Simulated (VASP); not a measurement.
# Mg64O65 (a cell with a defect) in VASP: further runs

Mg64O65 (a cell with a defect) is run at these levels: PBE; tasks: single point.

All numbers are computed with VASP 6.6.1; they aren't measurements. Logs are shortened: lines on timing, memory, paths and dates and some standing lists are left out, and cuts for length are marked.

### 1 The cell of the first run

The cell holds a defect, 129 atoms: a = 12.033 Å, b = 12.033 Å, c = 12.033 Å, α = 60.00°, β = 60.00°, γ = 60.00°.

### 2 Single point, PBE

File INCAR:

```
SYSTEM = Mg64O65
PREC = Accurate ; ENCUT = 520
EDIFF = 1E-6 ; ISMEAR = -1
SIGMA = 0.01 ; LREAL = Auto
LASPH = .TRUE. ; NELM = 100
ALGO = Normal ; ISIF = 2
LWAVE = .FALSE. ; LCHARG = .FALSE.
GGA = PE ; NBANDS = 329
LUSENCCL = .FALSE.
```

File KPOINTS:

```
regular mesh
0
G
  1 1 1
  0 0 0
```

File POSCAR:

```
Mg64O65
1.0
    0.0000000000      8.5087624600      8.5087624600
    8.5087624600      0.0000000000      8.5087624600
    8.5087624600      8.5087624600      0.0000000000
Mg O
64 65
Direct
    0.0007220204      0.0012896705      0.0000132217
    0.0004085200      0.0030943395      0.2477430778
    0.0003583365      0.0010161290      0.5007825780
    0.0007287194      0.0033538955      0.7504503187
    0.0013732902      0.2513366674     -0.0006258254
    0.0005137645      0.2508087998      0.2502559579
[... 121 lines left out ...]
    0.8716063628      0.8790952310      0.8787943647
    0.1350637658      0.6351161553      0.6741476833
```

Potentials or basis: VASP PAW PBE potentials, release 64 (Mg, O).

The run is started by

```bash
$ cat potpaw_PBE.64/Mg/POTCAR potpaw_PBE.64/O/POTCAR > POTCAR
$ mpirun -np 1 vasp_gam > vasp.out
```

OUTCAR:

```text
SYSTEM = Mg64O65
   PREC = Accurate
   ENCUT = 520
   EDIFF = 1E-6
   ISMEAR = -1
   LREAL = Auto
   LASPH = .TRUE.
   NELM = 100
   ISIF = 2
   GGA = PE

 ion  position               nearest neighbor table
   1  0.001  0.001  0.000-  80 2.11  68 2.12  77 2.12 113 2.12 116 2.13 125 2.14   2 2.99   4 2.99
                            13 3.00  17 3.00  20 3.00  14 3.00  53 3.00   5 3.01   8 3.01  50 3.01
   2  0.000  0.003  0.248-  65 2.10 113 2.11  77 2.12 114 2.13  78 2.14 126 2.15  15 2.90   5 2.99
                             1 2.99  54 2.99  17 2.99   6 3.00  18 3.00  50 3.02  30 3.03   3 3.03
   3  0.000  0.001  0.501-  79 2.12  66 2.12  78 2.12 115 2.13 127 2.13 114 2.14  19 3.00  18 3.00
                             7 3.00  55 3.00  16 3.01   6 3.01  15 3.01  31 3.01   4 3.02  52 3.02
   4  0.001  0.003  0.750-  79 2.09  67 2.10 116 2.11  80 2.13 115 2.13 128 2.16  16 2.91   8 2.97
                            20 2.99   1 2.99  56 2.99  19 2.99   7 2.99  49 3.02   3 3.02  32 3.03
   5  0.001  0.251  0.999-  72 2.12  68 2.13 117 2.13 120 2.13  65 2.13 113 2.13   2 2.99  24 3.00
                            21 3.00  53 3.01  57 3.01  12 3.01   1 3.01  54 3.01   6 3.01  17 3.01
   6  0.001  0.251  0.250-  69 2.12 118 2.12  66 2.12 117 2.13  65 2.13 114 2.13  21 2.99   2 3.00
                            10 3.00  22 3.00  58 3.00  55 3.00  54 3.01   7 3.01   3 3.01   5 3.01
   7  0.000  0.251  0.500-  70 2.12 119 2.12 118 2.13  66 2.13  67 2.13 115 2.13  23 2.99   4 2.99
                             3 3.00  55 3.00  10 3.00  22 3.00  59 3.00   8 3.00  56 3.01   6 3.01
   8  0.001  0.251  0.749-  71 2.08  67 2.12 116 2.13 119 2.13 120 2.13  68 2.13   4 2.97  12 2.99
                            23 2.99  24 3.00   7 3.00  20 3.01  56 3.01  53 3.01   1 3.01   5 3.01
   9  0.002  0.502  0.999-  76 2.11  69 2.14 121 2.14 124 2.14  72 2.14 117 2.14  10 3.01  16 3.01
                            25 3.01  28 3.01  13 3.01  57 3.02   5 3.02  58 3.02   6 3.02  21 3.03
  10  0.000  0.500  0.251- 118 2.12  70 2.13 122 2.13  69 2.13 121 2.13  73 2.13  26 2.99  14 2.99
                            13 2.99  25 3.00  58 3.00   6 3.00   7 3.00  59 3.00  11 3.00   9 3.01
  11  0.001  0.501  0.499-  74 2.11 119 2.14 122 2.14  70 2.14  71 2.14 123 2.14  12 2.99  10 3.00
                            14 3.01  26 3.01   7 3.01   8 3.01  59 3.01  60 3.01  27 3.02  15 3.02
[... 98 lines left out ...]
  61  0.748  0.750  0.003- 105 2.10 109 2.11 121 2.12 112 2.13 124 2.13 128 2.15  16 2.90  46 2.99
                            62 2.99  58 2.99  33 2.99  45 3.00  57 3.00  49 3.02   9 3.03  64 3.03
  62  0.750  0.750  0.251- 122 2.11 106 2.12 121 2.12 109 2.12 110 2.13 125 2.14  61 2.99  63 2.99
                            14 3.00  58 3.00  13 3.00  59 3.00  34 3.00  46 3.01  47 3.01  49 3.01
  63  0.748  0.750  0.501- 123 2.09 107 2.10 110 2.11 122 2.13 111 2.13 126 2.16  15 2.91  47 2.98
                            59 2.99  62 2.99  35 2.99  60 2.99  48 2.99  50 3.02  64 3.02  11 3.03
  64  0.750  0.751  0.750- 123 2.12 108 2.12 124 2.12 111 2.13 127 2.13 112 2.13  60 3.00  57 3.00
                            48 3.00  36 3.00  15 3.00  45 3.01  12 3.01  16 3.01  63 3.02  51 3.02
  65  0.126  0.125  0.125-  21 2.10   2 2.10   5 2.13  18 2.13  17 2.13   6 2.13
  66  0.125  0.125  0.375-   3 2.12  22 2.12   6 2.12  18 2.13   7 2.13  19 2.13
  67  0.125  0.125  0.625-   4 2.10  23 2.10  19 2.12   8 2.12  20 2.13   7 2.13
  68  0.126  0.125  0.876-  24 2.12   1 2.12  17 2.12   5 2.13  20 2.13   8 2.13
  69  0.126  0.374  0.126-   6 2.12  22 2.12  21 2.12  10 2.13  25 2.13   9 2.14
  70  0.126  0.374  0.375-  22 2.11   7 2.12  10 2.13  23 2.13  26 2.13  11 2.14
  71  0.128  0.369  0.624-   8 2.08  23 2.09  24 2.12  11 2.14  27 2.16  12 2.17
  72  0.127  0.374  0.875-   5 2.12  24 2.12  28 2.13  21 2.14   9 2.14  12 2.16
  73  0.125  0.625  0.125-  13 2.10  26 2.10  25 2.10  14 2.10  10 2.13  29 2.13
  74  0.125  0.625  0.366-  26 2.07  14 2.07  11 2.11  30 2.11  27 2.23  15 2.23
  75  0.116  0.616  0.577- 129 1.44  27 1.91  15 1.91  12 2.08  31 2.41
  76  0.126  0.626  0.885-  13 2.07  25 2.07  32 2.11   9 2.11  16 2.23  28 2.23
  77  0.125  0.876  0.125-  17 2.12   1 2.12   2 2.12  29 2.13  14 2.13  30 2.14
  78  0.124  0.877  0.376-  18 2.12   3 2.12  15 2.13   2 2.14  30 2.14  31 2.16
  79  0.123  0.881  0.627-  19 2.09   4 2.09   3 2.12  32 2.14  16 2.16  31 2.17
  80  0.125  0.877  0.876-   1 2.11  20 2.12  29 2.13   4 2.13  13 2.13  32 2.14
  81  0.375  0.124  0.127-  21 2.11  34 2.12  33 2.12  22 2.12  18 2.13  37 2.14
[... 45 lines left out ...]
 127  0.875  0.876  0.625-  15 2.12  16 2.13   3 2.13  64 2.13  52 2.14  51 2.15
 128  0.872  0.879  0.879-  16 1.98  49 2.08  52 2.14  61 2.15   4 2.16  13 2.16
 129  0.135  0.635  0.674-  75 1.44  16 1.91  28 1.91  31 2.08  12 2.41

  LATTYP: Found a face centered cubic cell.
 ALAT       =    17.0175249200

  Lattice vectors:

[... 79 lines left out ...]
   NGXF,Y,Z  is equivalent  to a cutoff of  24.87, 24.87, 24.87 a.u.
 SYSTEM =  Mg64O65
   PREC   = accura    normal or accurate (medium, high low for compatibility)
   ISTART =      0    job   : 0-new  1-cont  2-samecut
   ICHARG =      2    charge: 1-file 2-atom 10-const
   ISPIN  =      1    spin polarized calculation?
   LNONCOLLINEAR =      F non collinear calculations
   LSORBIT =      F    spin-orbit coupling
   LASPH  =      T    aspherical Exc in radial PAW
   ENCUT  =  520.0 eV  38.22 Ry    6.18 a.u.  22.37 22.37 22.37*2*pi/ulx,y,z
   NELM   =    100;   NELMIN=  2; NELMDL= -5     # of ELM steps
   EDIFF  = 0.1E-05   stopping-criterion for ELM
   LREAL  =      T    real-space projection
   EDIFFG = 0.1E-04   stopping-criterion for IOM
   NSW    =      0    number of steps for IOM
   IBRION =     -1    ionic relax: 0-MD 1-quasi-New 2-CG
   NFREE  =      0    steps in history (QN), initial steepest desc. (CG)
   ISIF   =      2    stress and relaxation
   ISYM   =      2    0-nonsym 1-usesym 2-fastsym
   POTIM  = 0.5000    time-step for ionic-motion
   TEBEG  =    0.0;   TEEND  =   0.0 temperature during run
   PSTRESS=    0.0 pullay stress
   NELECT =     518.0000    total number of electrons
   NUPDOWN=      -1.0000    fix difference up-down
   EMIN   =  10.00;   EMAX   =-10.00  energy-range for DOS
   EFERMI =   0.00;   METHOD = LEGACY
   ISMEAR =    -1;   SIGMA  =   0.01  broadening in eV -4-tet -1-fermi 0-gaus
   EFERMI_NEDOS =   21; number of points for ismear=-14 and -15
   IALGO  =     38    algorithm
   IMIX   =      4    mixing-type and parameters
     AMIX     =   0.40;   BMIX     =  1.00
     AMIX_MAG =   1.60;   BMIX_MAG =  1.00
  volume/ion in A,a.u.               =       9.55        64.45
  Fermi-wavevector in a.u.,A,eV,Ry     =   1.226427  2.317611 20.464837  1.504123
  Thomas-Fermi vector in A             =   2.361428
   LORBIT       =      0    0 simple, 1 ext, 2 COOP (PROOUT), +10 PAW based schemes
   GGA     = PE    functional components
   LHFCALC =     F    Hartree Fock is set to
   AEXX    =    0.0000 exact exchange contribution
   IVDW    =     0    specifies the selected vdW correction
   LEPSILON=     F    determine dielectric tensor
   LRPA    =     F    only Hartree local field effects (RPA)
 non-spin polarized calculation
  energy-cutoff  :      520.00
  volume of cell :     1232.05
 maximum number of plane-waves:     16612
 NGX is ok and might be reduce to    90
   NGX = 45   NGY = 45   NGZ = 45

 number of electron     517.9999909 magnetization

 Free energy of the ion-electron system (eV)
  ---------------------------------------------------
  ext. energy  EPLUGINS =         0.00000000
  ---------------------------------------------------
  free energy    TOTEN  =      -764.04242799 eV

  energy without entropy =     -764.04242799  energy(sigma->0) =     -764.04242799

 E-fermi :   3.6873     XC(G=0): -10.9649

 val. band max:        3.4075547603   @ k =   0.0000   0.0000   0.0000
 cond. band min:       7.5104319251   @ k =   0.0000   0.0000   0.0000
 fundamental gap:      4.1028771648
 Fermi energy:         3.6872982450

 k-point     1 :       0.0000    0.0000    0.0000
  band No.  band energies     occupation
      1     -18.1634      2.00000
      2     -14.0873      2.00000
      3     -13.6057      2.00000
      4     -13.6049      2.00000
      5     -13.5564      2.00000
      6     -13.5349      2.00000
[... 263 lines left out ...]
    270      10.6823      0.00000
    271      10.7119      0.00000
 [bands above 271 left out]

------------------------ aborting loop because EDIFF is reached ----------------------------------------

  FORCE on cell =-STRESS in cart. coord.  units (eV):
  Direction    XX          YY          ZZ          XY          YZ          ZX
  --------------------------------------------------------------------------------------
  -------------------------------------------------------------------------------------
  Total        9.4307235      9.3260540      2.3518481      1.3215048      2.3011780      2.2961013
  in kB       12.2638379     12.1277242      3.0583744      1.7185023      2.9924824      2.9858805
  external PRESSURE =       9.1499789 kB  Pullay stress =       0.0000000 kB

 VOLUME and BASIS-vectors are now :
 -----------------------------------------------------------------------------
  energy-cutoff  :      520.00
  volume of cell :     1232.05
      direct lattice vectors                 reciprocal lattice vectors
     0.000000000  8.508762460  8.508762460    -0.058762952  0.058762952  0.058762952
     8.508762460  0.000000000  8.508762460     0.058762952 -0.058762952  0.058762952
     8.508762460  8.508762460  0.000000000     0.058762952  0.058762952 -0.058762952

 POSITION                                       TOTAL-FORCE (eV/Angst)
 -----------------------------------------------------------------------------------
      0.01109      0.00626      0.01712         0.000827      0.003093      0.000858
      2.13432      2.11146      0.02980        -0.000175      0.003130     -0.003849
      4.26969      4.26409      0.01170         0.003198      0.009316      0.001501
      6.41394      6.39160      0.03474        -0.001226      0.002335      0.003751
     10.64200      8.51512      2.15025        -0.000462     -0.001726     -0.002164
      4.26344      2.13374      2.13844         0.000101     -0.001976      0.000650
[... 121 lines left out ...]
     14.95747     14.89374     14.89630        -0.006725      0.000639     -0.003329
     11.14022      6.88539      6.55328         0.142611      0.159719      0.291101
 -----------------------------------------------------------------------------------
    total drift:                                0.026016      0.016410      0.022027

  FREE ENERGIE OF THE ION-ELECTRON SYSTEM (eV)
  ---------------------------------------------------
  free  energy   TOTEN  =      -764.0424279925 eV

  energy  without entropy=     -764.0424279925  energy(sigma->0) =     -764.04242799
```

It took 2.4 min on 1 × NVIDIA H100 80GB with 1 thread of AMD EPYC 7R13 (Zen 3), shared host; peak memory 1.9 GiB.

Results:

```yaml
Free_energy: -764.0424 eV
Pressure: 0.9 GPa
Largest_force: 0.361 eV/Å
Band_gap_on_the_k_mesh: 4.10 eV
```

Forces in eV/Å, atoms in the order of the input:
```
Mg   0.001  0.003  0.001
Mg   0.000  0.003 -0.004
Mg   0.003  0.009  0.002
Mg  -0.001  0.002  0.004
Mg   0.000 -0.002 -0.002
Mg   0.000 -0.002  0.001
Mg  -0.001 -0.001 -0.002
Mg  -0.010 -0.004 -0.006
Mg  -0.001 -0.003  0.004
Mg  -0.002 -0.003  0.001
Mg  -0.004 -0.005 -0.013
Mg  -0.031 -0.032 -0.039
Mg   0.001  0.003  0.004
Mg  -0.004 -0.002 -0.004
Mg  -0.025  0.017 -0.005
Mg  -0.029  0.006  0.005
Mg   0.000  0.000 -0.002
Mg   0.001  0.002  0.002
Mg   0.010  0.002  0.007
Mg   0.000  0.000 -0.001
Mg  -0.002 -0.002  0.002
Mg  -0.002 -0.002  0.000
Mg   0.001 -0.003 -0.003
Mg  -0.004 -0.008 -0.003
Mg   0.005  0.002  0.005
Mg  -0.001 -0.002 -0.004
Mg   0.022 -0.012 -0.005
Mg   0.025 -0.022  0.006
Mg   0.003  0.001 -0.002
Mg   0.002  0.002 -0.004
Mg   0.030  0.028  0.039
Mg   0.005  0.004  0.013
Mg   0.002  0.002  0.002
Mg   0.001  0.000 -0.002
Mg   0.004  0.004  0.002
Mg  -0.002 -0.001  0.001
Mg  -0.002  0.000 -0.001
Mg   0.002  0.000  0.000
Mg  -0.003  0.003 -0.001
Mg  -0.001  0.001 -0.001
Mg   0.002  0.002  0.001
Mg   0.002 -0.001 -0.004
Mg   0.010  0.006  0.003
Mg   0.002 -0.002  0.006
Mg   0.000 -0.001 -0.001
Mg   0.003  0.001  0.002
Mg   0.002  0.011  0.007
Mg   0.000  0.000  0.000
Mg   0.000 -0.002 -0.001
Mg  -0.001  0.003 -0.001
Mg  -0.001  0.001 -0.002
Mg   0.001 -0.002 -0.002
Mg  -0.001 -0.002  0.002
Mg  -0.001 -0.001 -0.001
Mg  -0.001  0.001 -0.002
Mg  -0.003 -0.002 -0.002
Mg  -0.003  0.000 -0.003
Mg  -0.002  0.000  0.001
Mg   0.000 -0.001  0.000
Mg  -0.004 -0.011 -0.006
Mg  -0.002 -0.002  0.003
Mg  -0.002 -0.001  0.000
Mg  -0.002  0.003 -0.004
Mg  -0.012 -0.005 -0.001
O    0.003  0.003  0.002
O   -0.006 -0.003  0.006
O    0.003  0.002  0.004
O    0.005  0.003  0.004
O   -0.008 -0.002  0.003
O   -0.014 -0.004 -0.001
O   -0.030 -0.006 -0.025
O   -0.002 -0.024  0.025
O    0.004  0.005  0.003
O    0.003 -0.002 -0.007
O   -0.138 -0.150 -0.293
O   -0.004  0.004  0.013
O    0.006  0.009 -0.003
O   -0.003  0.028 -0.023
O    0.033  0.005  0.024
O    0.010  0.004 -0.001
O    0.004 -0.001  0.002
O    0.002 -0.002  0.003
O    0.004  0.001  0.002
O    0.003 -0.001 -0.001
O   -0.002 -0.002 -0.003
O    0.004 -0.002  0.004
O   -0.002 -0.001 -0.003
O   -0.004 -0.010 -0.004
O    0.009  0.005 -0.004
O    0.028 -0.003 -0.025
O    0.004  0.036  0.023
O    0.003  0.011 -0.002
O    0.003  0.002 -0.006
O    0.003  0.004  0.012
O    0.003  0.003  0.005
O    0.004  0.003  0.003
O    0.003  0.001  0.003
O   -0.001 -0.001  0.004
O    0.002  0.003  0.003
O    0.001  0.001  0.004
O   -0.001  0.004 -0.003
O   -0.002 -0.004 -0.001
O   -0.002  0.003 -0.004
O   -0.004 -0.001 -0.002
O    0.003  0.002  0.002
O   -0.003 -0.006  0.004
O    0.003  0.003  0.003
O    0.002  0.006  0.003
O    0.000  0.004  0.002
O   -0.002  0.001  0.002
O    0.002  0.003  0.002
O    0.002  0.002 -0.001
O    0.004 -0.001 -0.002
O   -0.003 -0.003  0.000
O    0.005 -0.003 -0.003
O   -0.001 -0.003 -0.002
O   -0.004 -0.005  0.003
O   -0.003 -0.004 -0.004
O   -0.004 -0.004 -0.011
O   -0.004 -0.005 -0.013
O   -0.001 -0.007  0.001
O   -0.004 -0.014 -0.001
O   -0.007 -0.030 -0.026
O   -0.025  0.000  0.023
O   -0.002 -0.001 -0.002
O    0.002  0.001  0.004
O    0.004  0.000 -0.002
O   -0.007  0.001 -0.003
O    0.143  0.160  0.291
```

Stress tensor (GPa, compression positive):
```
1.23 0.17 0.30
0.17 1.21 0.30
0.30 0.30 0.31
```

Levels at points of the mesh, in eV from the valence-band top:
| k point | band 255 | band 256 | band 257 | band 258 | band 259 | band 260 | band 261 | band 262 | band 263 | band 264 |
| --- | --- | --- | --- | --- | --- | --- | --- | --- | --- | --- |
| (0.00, 0.00, 0.00) | -0.43 | -0.40 | -0.39 | -0.38 | 0.00 | 4.10 | 5.24 | 6.38 | 6.41 | 6.41 |

Caveat: the k points lie up to 0.64 Å⁻¹ apart.

### 3 Single point, PBE

File INCAR:

```
  ALGO = Normal
  EDIFF = 1E-6
  ENCUT = 520
  GGA = PE
  ISIF = 2
  ISMEAR = -1
  LASPH = True
  LCHARG = True
  LELF = True
  LREAL = Auto
  LUSENCCL = False
  LVHAR = True
  LWAVE = False
  NBANDS = 329
  NELM = 100
  PREC = Accurate
  SIGMA = 0.01
```

File KPOINTS:

```
k-points
0
Gamma
  1 1 1
```

File POSCAR:

```
Mg64O65
1.0
    0.0000000000      8.5087624600      8.5087624600
    8.5087624600      0.0000000000      8.5087624600
    8.5087624600      8.5087624600      0.0000000000
Mg O
64 65
Direct
    0.0006650203      0.0012358436     -0.0001571909
    0.0006792997      0.0032752119      0.2473508938
    0.0002895838      0.0009831042      0.4997750284
    0.0003459375      0.0030625488      0.7506204962
    0.0014211820      0.2507054945      0.0003009251
    0.0004233871      0.2506254593      0.2505101664
[... 121 lines left out ...]
    0.8717000897      0.8791911909      0.8786893553
    0.1157085422      0.6157623420      0.6935010265
```

Potentials or basis: VASP PAW PBE potentials, release 64 (Mg, O).

The run is started by

```bash
$ cat potpaw_PBE.64/Mg/POTCAR potpaw_PBE.64/O/POTCAR > POTCAR
$ mpirun -np 1 vasp_gam > vasp.out
```

Run time: 2.6 min. Hardware: 1 × NVIDIA H100 80GB with 1 thread of AMD EPYC 7R13 (Zen 3), shared host; peak memory 2 GiB.

The run converged. Its results:

```yaml
Free_energy: -764.0422 eV
Pressure: 0.9 GPa
Largest_force: 0.361 eV/Å
Band_gap_on_the_k_mesh: 4.10 eV
```

Forces in eV/Å, atoms in the order of the input:
```
Mg  -0.002  0.000  0.001
Mg  -0.003  0.004  0.003
Mg  -0.011 -0.005  0.002
Mg  -0.002  0.000 -0.004
Mg   0.003  0.011 -0.006
Mg   0.000  0.000 -0.003
Mg   0.001 -0.001  0.001
Mg   0.003  0.000 -0.003
Mg   0.005  0.004 -0.012
Mg   0.003  0.001  0.001
Mg   0.002  0.002  0.004
Mg   0.030  0.027 -0.039
Mg   0.001  0.003 -0.004
Mg  -0.003 -0.002  0.004
Mg  -0.025  0.017  0.006
Mg  -0.028  0.006 -0.006
Mg   0.000 -0.002  0.000
Mg  -0.003 -0.011  0.006
Mg  -0.003 -0.002  0.003
Mg  -0.002  0.000 -0.003
Mg   0.000 -0.002 -0.007
Mg   0.002  0.002  0.001
Mg   0.000  0.000  0.004
Mg   0.010  0.005 -0.003
Mg   0.005  0.001 -0.004
Mg  -0.001 -0.002  0.004
Mg   0.022 -0.012  0.005
Mg   0.025 -0.021 -0.007
Mg  -0.002 -0.003 -0.002
Mg  -0.005 -0.006  0.012
Mg  -0.030 -0.031  0.038
Mg  -0.002 -0.003 -0.005
Mg  -0.002 -0.001  0.002
Mg   0.000 -0.001 -0.002
Mg   0.000  0.000  0.001
Mg   0.000  0.001  0.001
Mg  -0.002  0.000  0.000
Mg   0.002  0.000 -0.002
Mg  -0.003  0.003  0.000
Mg  -0.001  0.001 -0.003
Mg  -0.001 -0.001  0.001
Mg   0.002 -0.004  0.003
Mg  -0.004 -0.008  0.003
Mg   0.000 -0.002 -0.002
Mg  -0.002 -0.001  0.001
Mg  -0.010 -0.003  0.007
Mg  -0.002 -0.002  0.003
Mg   0.000 -0.002 -0.002
Mg   0.001 -0.002  0.000
Mg  -0.001  0.003 -0.001
Mg  -0.001  0.001  0.000
Mg   0.001 -0.003 -0.002
Mg   0.000 -0.001  0.002
Mg   0.002  0.002 -0.002
Mg  -0.003 -0.001 -0.002
Mg   0.001  0.001 -0.002
Mg   0.010  0.003 -0.006
Mg   0.000  0.000 -0.001
Mg   0.000  0.001  0.002
Mg  -0.001  0.002 -0.002
Mg  -0.002  0.001 -0.005
Mg   0.001  0.003  0.001
Mg   0.001  0.003  0.005
Mg   0.003  0.009 -0.002
O    0.003  0.003  0.003
O    0.002  0.005  0.006
O    0.003  0.002  0.004
O   -0.003 -0.004  0.004
O    0.002  0.014 -0.001
O   -0.002  0.005  0.003
O    0.026 -0.003  0.025
O    0.006  0.032 -0.023
O    0.005  0.005  0.003
O    0.003 -0.003  0.013
O   -0.135 -0.147  0.292
O   -0.004  0.003 -0.006
O   -0.005 -0.008 -0.001
O   -0.004 -0.033  0.025
O   -0.025  0.007 -0.024
O   -0.003 -0.007 -0.004
O    0.004 -0.003  0.003
O   -0.001 -0.001  0.001
O    0.007 -0.003  0.000
O   -0.001  0.002  0.002
O   -0.002 -0.002 -0.003
O    0.003 -0.002  0.000
O   -0.002 -0.001 -0.004
O   -0.004 -0.010  0.000
O   -0.008 -0.005 -0.001
O   -0.033 -0.004  0.022
O    0.006 -0.025 -0.026
O   -0.008 -0.003 -0.004
O   -0.004 -0.002  0.007
O    0.000 -0.002  0.011
O   -0.005 -0.004 -0.007
O   -0.003 -0.004  0.003
O    0.004  0.001  0.003
O   -0.001 -0.001  0.002
O    0.002  0.003  0.003
O    0.002  0.001  0.005
O    0.001  0.003 -0.003
O   -0.007  0.001 -0.003
O    0.004 -0.001 -0.001
O   -0.005  0.001 -0.001
O    0.004  0.002  0.002
O    0.005  0.002  0.005
O    0.004  0.003  0.004
O   -0.004 -0.002  0.002
O   -0.001  0.004  0.002
O   -0.003  0.000  0.001
O   -0.004  0.006 -0.001
O    0.003 -0.002  0.002
O    0.004  0.000 -0.002
O    0.001 -0.007 -0.004
O    0.002  0.003  0.000
O    0.001 -0.004 -0.001
O    0.003  0.003 -0.011
O    0.005  0.005 -0.005
O    0.001  0.001  0.000
O   -0.001 -0.001 -0.013
O    0.012  0.003 -0.001
O    0.006 -0.002  0.002
O   -0.002  0.026  0.023
O    0.030  0.008 -0.025
O   -0.002  0.000 -0.003
O    0.001  0.000  0.000
O    0.004  0.000 -0.004
O   -0.006  0.001  0.000
O    0.145  0.161 -0.289
```

Stress tensor (GPa, compression positive):
```
 1.23  0.17 -0.30
 0.17  1.21 -0.30
-0.30 -0.30  0.31
```

Levels at points of the mesh, in eV from the valence-band top:
```tsv
k point	band 256	band 257	band 258	band 259	band 260	band 261	band 262	band 263
(0.00, 0.00, 0.00)	-0.40	-0.39	-0.38	0.00	4.10	5.24	6.38	6.41
```

Caveat: the k points lie up to 0.64 Å⁻¹ apart.
